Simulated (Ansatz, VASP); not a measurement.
# One calculation of NaH, two programs

File POSCAR:

```
NaH
1.0
    0.0000000000      2.3074018694      2.3540113872
    2.3074018694      0.0000000000      2.3540113872
    2.3074018694      2.3074018694      0.0000000000
Na H
1 1
Direct
    0.0000000000      0.0000000000      0.0000000000
    0.5000000000      0.5000000000      0.5000000000
```

The input INCAR.step1:

```
SYSTEM = NaH
  PREC = Accurate
  ENCUT = 520
  ISMEAR = -1
  SIGMA = 0.2
  LREAL = .False.
  LASPH = .True.
  NELM = 80
  NBANDS = 11
  GGA = PE
  ALGO = Normal
  EDIFF = 1E-4
  LWAVE = .True.
  LCHARG = .False.
```

The input INCAR.step2:

```
SYSTEM = NaH
  PREC = Accurate
  ENCUT = 520
  EDIFF = 1E-7
  ISMEAR = -1
  SIGMA = 0.2
  LREAL = .False.
  LASPH = .True.
  NELM = 80
  ALGO = Normal
  ISIF = 2
  LWAVE = .False.
  LCHARG = .True.
  METAGGA = R2SCAN
  LMIXTAU = .True.
  LELF = .True.
  LVHAR = .True.
  NBANDS = 11
  ISTART = 1
```

File KPOINTS:

```
Automatic mesh
0
Gamma
  10 10 10
  0 0 0
```

Input for Ansatz:

```yaml
crystal:
  lattice:
    - [0.0, 2.3074018694, 2.3540113872]
    - [2.3074018694, 0.0, 2.3540113872]
    - [2.3074018694, 2.3074018694, 0.0]
  atoms:
    - { symbol: Na, position: [0.0, 0.0, 0.0] }
    - { symbol: H, position: [0.5, 0.5, 0.5] }
basis:
  ecutwfc: 520.0
kpoints:
  mp_grid: { grid: [10, 10, 10] }
hamiltonian:
  xc: r2scan
scf:
  occupations: { method: fermi_dirac, width: 0.2 }
output:
  forces: true
  stress: true
  eigenvalues: true
```

Alike in both runs: task single point; functional r2SCAN; k mesh 10 × 10 × 10; occupations fermi-dirac, width 0.2 eV; no spin polarisation.

|  | VASP | Ansatz |
| --- | --- | --- |
| version | VASP 6.6.1 | Ansatz 0.2.0 |
| potentials or method | VASP PAW PBE potentials, release 64 (Na_pv, H), cutoff 520 eV | scalar-relativistic, plane waves, PAW |
| valence electrons in the cell | 8 | 10 |

Ansatz gave:

- gap on the k mesh at the Fermi level (eV): 4.58
- least direct gap on the mesh (eV): 5.48
- pressure (GPa): 2.8
- traceless stress, the component that is largest in VASP (GPa): -0.71

Problem. Estimate VASP's values.

Solution. gap on the k mesh at the Fermi level (eV): 4.59; least direct gap on the mesh (eV): 5.47; pressure (GPa): 2.7; traceless stress, the component that is largest in VASP (GPa): -0.71.

VASP's potentials were made for PBE, not for r2SCAN. VASP's potentials hold 8 valence electrons a cell and Ansatz's 10, so a difference there can come from the potentials and not from the codes.
